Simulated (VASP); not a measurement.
# MnS (Pm-3m) in VASP: further runs

MnS is run at these levels: PBEsol; tasks: single point.

Program: VASP 6.6.1. These are calculated values, not measurements. Logs are shortened: lines on timing, memory, paths and dates and some standing lists are left out, and cuts for length are marked.

## Step 1: The cell of the first run

The structure is cubic, space group Pm-3m (No. 221). Conventional cell: a = 3.099 Å, b = 3.099 Å, c = 3.099 Å, α = 90.00°, β = 90.00°, γ = 90.00°. Mn (site symmetry m-3m) has 8 S at 2.68 Å and 6 Mn at 3.10 Å within 3.5 Å. Within 3.5 Å of S (site symmetry m-3m) lie 8 Mn at 2.68 Å and 6 S at 3.10 Å.

## Step 2: Single point, PBEsol, collinear spin, ferromagnetic start

INCAR

```
PREC     = Accurate       # precision mode
ENCUT    = 520            # plane-wave cutoff, eV
EDIFF    = 1E-7           # SCF threshold, eV
ISMEAR   = -1             # smearing method
SIGMA    = 0.1            # smearing width, eV
LREAL    = F              # projectors in reciprocal space
LASPH    = T              # aspherical terms in the spheres
NELM     = 150            # most SCF steps
ALGO     = Normal         # electronic algorithm
ISIF     = 2              # what is computed and relaxed
LWAVE    = F              # write WAVECAR
LCHARG   = F              # write CHGCAR
ISPIN    = 2              # spin polarisation
MAGMOM   = 5.2 0          # initial moments
LORBIT   = 11             # projections on sites
LMAXMIX  = 4              # l up to which the mixer works
GGA      = PS             # functional
NBANDS   = 20             # bands
```

KPOINTS

```
regular mesh
0
Gamma
  7 7 7
```

POSCAR

```
MnS
1.0
    3.0990400000      0.0000000000      0.0000000000
    0.0000000000      3.0990400000      0.0000000000
    0.0000000000      0.0000000000      3.0990400000
Mn S
1 1
Direct
    0.5000000000      0.5000000000      0.5000000000
    0.0000000000      0.0000000000      0.0000000000
```

Potentials or basis: VASP PAW PBE potentials, release 64 (Mn_pv, S).

Launch:

```
> cat potpaw_PBE.64/Mn_pv/POTCAR potpaw_PBE.64/S/POTCAR > POTCAR
> mpirun -np 1 vasp_std > vasp.out
```

OUTCAR:

```text
PREC = Accurate
   ENCUT = 520
   EDIFF = 1E-7
   ISMEAR = -1
   LREAL = F
   LASPH = T
   NELM = 150
   ISIF = 2
   ISPIN = 2
   LORBIT = 11
   GGA = PS

 ion  position               nearest neighbor table
   1  0.500  0.500  0.500-   2 2.68   2 2.68   2 2.68   2 2.68   2 2.68   2 2.68   2 2.68   2 2.68

   2  0.000  0.000  0.000-   1 2.68   1 2.68   1 2.68   1 2.68   1 2.68   1 2.68   1 2.68   1 2.68

  LATTYP: Found a simple cubic cell.
 ALAT       =     3.0990400000

  Lattice vectors:

 A1 = (   3.0990400000,   0.0000000000,   0.0000000000)
 A2 = (   0.0000000000,   3.0990400000,   0.0000000000)
 A3 = (   0.0000000000,   0.0000000000,   3.0990400000)

Analysis of symmetry for initial positions (statically):
=====================================================================
 Subroutine PRICEL returns:
 Original cell was already a primitive cell.

 Routine SETGRP: Setting up the symmetry group for a
 simple cubic supercell.

 Subroutine GETGRP returns: Found 48 space group operations
 (whereof 48 operations were pure point group operations)
 out of a pool of 48 trial point group operations.

The static configuration has the point symmetry O_h .

Analysis of symmetry for dynamics (positions and initial velocities):
=====================================================================
 Subroutine PRICEL returns:
 Original cell was already a primitive cell.

 Routine SETGRP: Setting up the symmetry group for a
 simple cubic supercell.

 Subroutine GETGRP returns: Found 48 space group operations
 (whereof 48 operations were pure point group operations)
 out of a pool of 48 trial point group operations.

The dynamic configuration has the point symmetry O_h .

Analysis of structural, dynamic, and magnetic symmetry:
=====================================================================
 Subroutine PRICEL returns:
 Original cell was already a primitive cell.

 Routine SETGRP: Setting up the symmetry group for a
 simple cubic supercell.

 Subroutine GETGRP returns: Found 48 space group operations
 (whereof 48 operations were pure point group operations)
 out of a pool of 48 trial point group operations.

The overall configuration has the point symmetry O_h .

 Subroutine INISYM returns: Found 48 space group operations
 (whereof 48 operations are pure point group operations),
 and found     1 'primitive' translations

----------------------------------------------------------------------------------------

                                     Primitive cell

  volume of cell :      29.7633

  direct lattice vectors                    reciprocal lattice vectors
     3.099040000  0.000000000  0.000000000     0.322680572  0.000000000  0.000000000
     0.000000000  3.099040000  0.000000000     0.000000000  0.322680572  0.000000000
     0.000000000  0.000000000  3.099040000     0.000000000  0.000000000  0.322680572

  length of vectors
     3.099040000  3.099040000  3.099040000     0.322680572  0.322680572  0.322680572

  position of ions in fractional coordinates (direct lattice)
     0.500000000  0.500000000  0.500000000
     0.000000000  0.000000000  0.000000000

  ion indices of the primitive-cell ions
   primitive index   ion index
                 1           1
                 2           2

----------------------------------------------------------------------------------------

 KPOINTS: regular mesh

Automatic generation of k-mesh.
 Grid dimensions read from file:
 generate k-points for:    7    7    7

 Generating k-lattice:

  Cartesian coordinates                     Fractional coordinates (reciprocal lattice)
     0.046097225  0.000000000  0.000000000     0.142857143  0.000000000  0.000000000
     0.000000000  0.046097225  0.000000000     0.000000000  0.142857143  0.000000000
     0.000000000  0.000000000  0.046097225     0.000000000  0.000000000  0.142857143

  Length of vectors
     0.046097225  0.046097225  0.046097225

  Shift w.r.t. Gamma in fractional coordinates (k-lattice)
     0.000000000  0.000000000  0.000000000

 Subroutine IBZKPT returns following result:
 ===========================================

 Found     20 irreducible k-points:

 Following reciprocal coordinates:
            Coordinates               Weight
  0.000000  0.000000  0.000000      1.000000
  0.142857  0.000000  0.000000      6.000000
  0.285714  0.000000  0.000000      6.000000
  0.428571  0.000000  0.000000      6.000000
  0.142857  0.142857  0.000000     12.000000
  0.285714  0.142857  0.000000     24.000000
[... 12 lines left out ...]
  0.428571  0.428571  0.285714     24.000000
  0.428571  0.428571  0.428571      8.000000
   k-points           NKPTS =     20   k-points in BZ     NKDIM =     20   number of bands    NBANDS=     20
   number of dos      NEDOS =    301   number of ions     NIONS =      2
   total plane-waves  NPLWV =  13824
   dimension x,y,z NGX =    24 NGY =   24 NGZ =   24
   dimension x,y,z NGXF=    48 NGYF=   48 NGZF=   48
   ions per type =               1   1
   NGX,Y,Z   is equivalent  to a cutoff of  12.87, 12.87, 12.87 a.u.
   NGXF,Y,Z  is equivalent  to a cutoff of  25.75, 25.75, 25.75 a.u.
 SYSTEM =  unknown system
   PREC   = accura    normal or accurate (medium, high low for compatibility)
   ISTART =      0    job   : 0-new  1-cont  2-samecut
   ICHARG =      2    charge: 1-file 2-atom 10-const
   ISPIN  =      2    spin polarized calculation?
   LNONCOLLINEAR =      F non collinear calculations
   LSORBIT =      F    spin-orbit coupling
   LASPH  =      T    aspherical Exc in radial PAW
   ENCUT  =  520.0 eV  38.22 Ry    6.18 a.u.   5.76  5.76  5.76*2*pi/ulx,y,z
   NELM   =    150;   NELMIN=  2; NELMDL= -5     # of ELM steps
   EDIFF  = 0.1E-06   stopping-criterion for ELM
   LREAL  =      F    real-space projection
   EDIFFG = 0.1E-05   stopping-criterion for IOM
   NSW    =      0    number of steps for IOM
   IBRION =     -1    ionic relax: 0-MD 1-quasi-New 2-CG
   NFREE  =      0    steps in history (QN), initial steepest desc. (CG)
   ISIF   =      2    stress and relaxation
   ISYM   =      2    0-nonsym 1-usesym 2-fastsym
   POTIM  = 0.5000    time-step for ionic-motion
   TEBEG  =    0.0;   TEEND  =   0.0 temperature during run
   PSTRESS=    0.0 pullay stress
   NELECT =      19.0000    total number of electrons
   NUPDOWN=      -1.0000    fix difference up-down
   EMIN   =  10.00;   EMAX   =-10.00  energy-range for DOS
   EFERMI =   0.00;   METHOD = LEGACY
   ISMEAR =    -1;   SIGMA  =   0.10  broadening in eV -4-tet -1-fermi 0-gaus
   EFERMI_NEDOS =   21; number of points for ismear=-14 and -15
   IALGO  =     38    algorithm
   IMIX   =      4    mixing-type and parameters
     AMIX     =   0.40;   BMIX     =  1.00
     AMIX_MAG =   1.60;   BMIX_MAG =  1.00
  volume/ion in A,a.u.               =      14.88       100.43
  Fermi-wavevector in a.u.,A,eV,Ry     =   1.409610  2.663776 27.034766  1.986999
  Thomas-Fermi vector in A             =   2.531648
   LORBIT       =     11    0 simple, 1 ext, 2 COOP (PROOUT), +10 PAW based schemes
   GGA     = PS    functional components
   LHFCALC =     F    Hartree Fock is set to
   AEXX    =    0.0000 exact exchange contribution
   IVDW    =     0    specifies the selected vdW correction
   LEPSILON=     F    determine dielectric tensor
   LRPA    =     F    only Hartree local field effects (RPA)
 spin polarized calculation
  energy-cutoff  :      520.00
  volume of cell :       29.76
 maximum number of plane-waves:       812
 NGX is ok and might be reduce to    24
   NGX = 11   NGY = 11   NGZ = 11

 number of electron      18.9999974 magnetization       3.3934195

 Free energy of the ion-electron system (eV)
  ---------------------------------------------------
  ext. energy  EPLUGINS =         0.00000000
  ---------------------------------------------------
  free energy    TOTEN  =       -14.19566150 eV

  energy without entropy =      -14.13734515  energy(sigma->0) =      -14.16650333

 E-fermi :   8.3016     XC(G=0): -11.8262

 val. band max:        8.2450856181   @ k =   0.2857   0.2857   0.1429
 cond. band min:       8.3061847108   @ k =   0.4286   0.4286   0.2857
 fundamental gap:      0.0610990928
 Fermi energy:         8.3016291023

 spin component 1

 k-point     1 :       0.0000    0.0000    0.0000
  band No.  band energies     occupation
      1     -41.3347      1.00000
      2     -41.3347      1.00000
      3     -41.3347      1.00000
      4      -7.1767      1.00000
      5       4.8866      1.00000
      6       4.8866      1.00000
[... 12 lines left out ...]
     19      23.9035      0.00000
     20      23.9035      0.00000
[... 415 lines left out ...]
 k-point    20 :       0.4286    0.4286    0.4286
  band No.  band energies     occupation
      1     -41.3635      1.00000
      2     -41.3634      1.00000
      3     -41.3634      1.00000
      4      -3.5393      1.00000
      5       2.1386      1.00000
      6       2.1386      1.00000
[... 12 lines left out ...]
     19      27.6319      0.00000
     20      30.3768      0.00000
 Fermi energy:         8.3016291023

 spin component 2

 k-point     1 :       0.0000    0.0000    0.0000
  band No.  band energies     occupation
      1     -37.7760      1.00000
      2     -37.7760      1.00000
      3     -37.7760      1.00000
      4      -7.1664      1.00000
      5       6.5267      1.00000
      6       6.5267      1.00000
[... 12 lines left out ...]
     19      24.6051      0.00000
     20      24.6051      0.00000
[... 415 lines left out ...]
 k-point    20 :       0.4286    0.4286    0.4286
  band No.  band energies     occupation
      1     -37.8103      1.00000
      2     -37.8101      1.00000
      3     -37.8101      1.00000
      4      -3.6549      1.00000
      5       2.7395      1.00000
      6       2.7395      1.00000
[... 12 lines left out ...]
     19      28.0469      0.00000
     20      30.6161      0.00000

------------------------ aborting loop because EDIFF is reached ----------------------------------------

  FORCE on cell =-STRESS in cart. coord.  units (eV):
  Direction    XX          YY          ZZ          XY          YZ          ZX
  --------------------------------------------------------------------------------------
  -------------------------------------------------------------------------------------
  Total       -2.2142818     -2.2142818     -2.2142818      0.0000000      0.0000000      0.0000000
  in kB     -119.1960677   -119.1960677   -119.1960677      0.0000000      0.0000000      0.0000000
  external PRESSURE =    -119.1960677 kB  Pullay stress =       0.0000000 kB

 VOLUME and BASIS-vectors are now :
 -----------------------------------------------------------------------------
  energy-cutoff  :      520.00
  volume of cell :       29.76
      direct lattice vectors                 reciprocal lattice vectors
     3.099040000  0.000000000  0.000000000     0.322680572  0.000000000  0.000000000
     0.000000000  3.099040000  0.000000000     0.000000000  0.322680572  0.000000000
     0.000000000  0.000000000  3.099040000     0.000000000  0.000000000  0.322680572

 POSITION                                       TOTAL-FORCE (eV/Angst)
 -----------------------------------------------------------------------------------
      1.54952      1.54952      1.54952         0.000000      0.000000      0.000000
      0.00000      0.00000      0.00000         0.000000      0.000000      0.000000
 -----------------------------------------------------------------------------------
    total drift:                                0.000000      0.000000     -0.000000

  FREE ENERGIE OF THE ION-ELECTRON SYSTEM (eV)
  ---------------------------------------------------
  free  energy   TOTEN  =       -14.1956615036 eV

  energy  without entropy=      -14.1373451506  energy(sigma->0) =      -14.16650333

 total charge

# of ion       s       p       d       tot
------------------------------------------
    1        0.213   6.167   5.045  11.425
    2        1.366   2.243   0.000   3.609
--------------------------------------------------
tot          1.580   8.410   5.045  15.035

 magnetization (x)

# of ion       s       p       d       tot
------------------------------------------
    1        0.016   0.027   3.329   3.372
    2        0.025  -0.125   0.000  -0.100
--------------------------------------------------
tot          0.041  -0.098   3.329   3.272
```

It took 15 s on 1 thread of Intel Xeon 6975P-C, shared host; peak memory 0.15 GiB.

Results:

```yaml
Free_energy: -14.1957 eV
Pressure: -11.9 GPa
Net_moment: 3.39 μB per cell
Site_moments: Mn +3.37; S -0.10 μB
Valence_electrons_inside_the_program's_atomic_spheres: Mn 11.43; S 3.61
```

Levels at points of the mesh, in eV from the Fermi level:
Spin up:
| k point | band 9 | band 10 | band 11 | band 12 | band 13 | band 14 |
| --- | --- | --- | --- | --- | --- | --- |
| (0.00, 0.00, 0.00) | -1.94 | -1.76 | -1.76 | -1.76 | 1.90 | 6.93 |
Spin down:
```tsv
k point	band 6	band 7	band 8	band 9	band 10	band 11
(0.00, 0.00, 0.00)	-1.77	-1.77	-1.13	-1.13	1.39	1.39
```

Caveat: the PAW data sets were made with another functional, which shifts forces and pressure a little; a cell with one magnetic atom can't hold antiferromagnetic order, which such compounds often take; semilocal functionals often make such compounds metallic where correlation or magnetic order opens a gap, which also shifts bond lengths. With open d or f shells a metallic result of PBEsol can be an artefact of self-interaction; +U or a hybrid may open a gap.

## Step 3: Single point, PBEsol, collinear spin, ferromagnetic start

INCAR

```
SYSTEM = MnS
PREC = Accurate
ENCUT = 520
EDIFF = 1E-6
ISMEAR = -1
SIGMA = 0.1
LREAL = .FALSE.
LASPH = .TRUE.
NELM = 150
ALGO = Normal
ISIF = 2
LWAVE = .FALSE.
LCHARG = .TRUE.
ISPIN = 2
MAGMOM = 5.2 0
LORBIT = 11
LMAXMIX = 4
GGA = PS
LELF = .TRUE.
LVHAR = .TRUE.
NBANDS = 20
```

KPOINTS

```
regular mesh
0
G
  7 7 7
  0 0 0
```

POSCAR is that of step 2.

Potentials or basis: VASP PAW PBE potentials, release 64 (Mn_pv, S).

Launch:

```
> cat potpaw_PBE.64/Mn_pv/POTCAR potpaw_PBE.64/S/POTCAR > POTCAR
> mpirun -np 1 vasp_std > vasp.out
```

Wall time 12 s (1 thread of Intel Xeon 6975P-C, shared host); peak memory 0.15 GiB.

It converged, with:

| Quantity | Value |
| --- | --- |
| Free energy | -14.1957 eV |
| Pressure | -12.1 GPa |
| Net moment | 3.39 μB per cell |
| Site moments | Mn +3.37; S -0.10 μB |
| Valence electrons inside the program's atomic spheres | Mn 11.43; S 3.61 |

Levels at points of the mesh, in eV from the Fermi level:
Spin up:
```
           k point  band 9  band 10  band 11  band 12  band 13  band 14
(0.00, 0.00, 0.00)   -1.94    -1.77    -1.77    -1.77     1.90     6.93
```
Spin down:
```csv
k point,band 6,band 7,band 8,band 9,band 10,band 11
"(0.00, 0.00, 0.00)",-1.78,-1.78,-1.13,-1.13,1.39,1.39
```

Caveat: the PAW data sets were made with another functional, which shifts forces and pressure a little; a cell with one magnetic atom can't hold antiferromagnetic order, which such compounds often take; semilocal functionals often make such compounds metallic where correlation or magnetic order opens a gap, which also shifts bond lengths.
